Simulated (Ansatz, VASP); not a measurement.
Bi2TeO3 in VASP and in Ansatz

```
Bi Te O
1.0
     4.42494    0.00000    0.00000
     0.00000    4.42494    0.00000
     0.00000    0.00000    5.92841
Bi Te O
2 1 3
Direct
  0.50000 0.50000 0.50000
  0.00000 0.00000 0.50000
  0.50000 0.50000 0.00000
  0.00000 0.00000 0.00000
  0.00000 0.50000 0.00000
  0.50000 0.00000 0.00000
```

Alike in both runs: functional PBE; k mesh 4 × 4 × 4; occupations gaussian, width 0.1 eV; no spin polarisation.

Ansatz relaxed the structure, and its values are those at the end. VASP's run is a single point on that final structure, the one shown.

|  | VASP | Ansatz |
| --- | --- | --- |
| version | VASP 6.6.1 | Ansatz 0.2.0 |
| potentials or method | VASP PAW PBE potentials, release 64 (Bi_d, Te, O), cutoff 520 eV | scalar-relativistic, plane waves, PAW |
| valence electrons in the cell | 54 | 64 |

|  | VASP | Ansatz | Ansatz less VASP |
| --- | --- | --- | --- |
| gap on the k mesh at the Fermi level (eV) | none | none | - |
| pressure (GPa) | -0.1 | 0.1 | +0.25 |

A gap of «none» marks a metal or a gap that the smearing closes. With one functional, cell and mesh, what is left measures potentials, basis and numerics. VASP's potentials hold 54 valence electrons a cell and Ansatz's 64, so a difference there can come from the potentials and not from the codes.

Neither program's run includes spin-orbit coupling.
